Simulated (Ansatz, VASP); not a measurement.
One calculation of Li2Pt, two programs

INCAR

```
SYSTEM = Li2Pt
  PREC = Accurate
  ENCUT = 600
  EDIFF = 1E-6
  ISMEAR = -1
  SIGMA = 0.15
  LREAL = .FALSE.
  LASPH = .TRUE.
  NELM = 60
  ALGO = Normal
  ISIF = 3
  LWAVE = .FALSE.
  LCHARG = .FALSE.
  GGA = CA
  IBRION = 2
  NSW = 80
  EDIFFG = -0.001
```

KPOINTS

```
Automatic mesh
0
G
  12 12 16
  0 0 0
```

POSCAR

```
Li2Pt
1.0
    4.0978292666      0.0000000000      0.0000000000
   -2.0489146333      3.5488242453      0.0000000000
    0.0000000000      0.0000000000      2.6096078930
Li Pt
2 1
Direct
    0.3333333333      0.6666666667      0.5000000000
    0.6666666667      0.3333333333      0.5000000000
    0.0000000000      0.0000000000      0.0000000000
```

Input for Ansatz:

```yaml
crystal:
  lattice:
    - [4.0978292666, 0.0, 0.0]
    - [-2.0489146333, 3.5488242453, 0.0]
    - [0.0, 0.0, 2.609607893]
  atoms:
    - { symbol: Li, position: [0.3333333333, 0.6666666667, 0.5] }
    - { symbol: Li, position: [0.6666666667, 0.3333333333, 0.5] }
    - { symbol: Pt, position: [0.0, 0.0, 0.0] }
basis:
  ecutwfc: 420
kpoints:
  mp_grid: { grid: [12, 12, 16] }
hamiltonian:
  xc: lda
scf:
  occupations: { method: fermi_dirac, width: 0.15 }
output:
  forces: true
  stress: true
  eigenvalues: true
  write_density: true
  write_potential: true
  elf: true
  volumetric_format: npy
relax:
  adjacent_minimum: "off"
  f_tol: 0.001
  max_steps: 60
  cell: { stress_tol: 0.01 }
```

Alike in both runs: task relaxation of cell and atoms; functional LDA; k mesh 12 × 12 × 16; occupations fermi-dirac, width 0.15 eV; no spin polarisation.

```csv
,VASP,Ansatz
version,VASP 6.6.1,Ansatz 0.2.0
potentials or method,"VASP PAW LDA potentials, release 64 (Li_sv, Pt), cutoff 600 eV","scalar-relativistic, plane waves, PAW"
valence electrons in the cell,16,24
```

|  | VASP | Ansatz | Ansatz less VASP |
| --- | --- | --- | --- |
| gap on the k mesh at the Fermi level, each at its own relaxed structure (eV) | none | none | - |
| relaxed volume (Å³/atom) | 12.64 | 12.64 | -0.006 |
| relaxed length of the cell vector where the two differ most in proportion (Å) | 2.616 | 2.614 | -0.0024 |

LDA's correlation is that of Perdew and Zunger in VASP and of Perdew and Wang (1992) in Ansatz. A gap of «none» marks a metal or a gap that the smearing closes. VASP's potentials hold 16 valence electrons a cell and Ansatz's 24, so a difference there can come from the potentials and not from the codes.

Spin-orbit coupling is off throughout. Noted on VASP's run: the cutoff is under 1.25 times that of the potentials, so the pressure is a little rough.
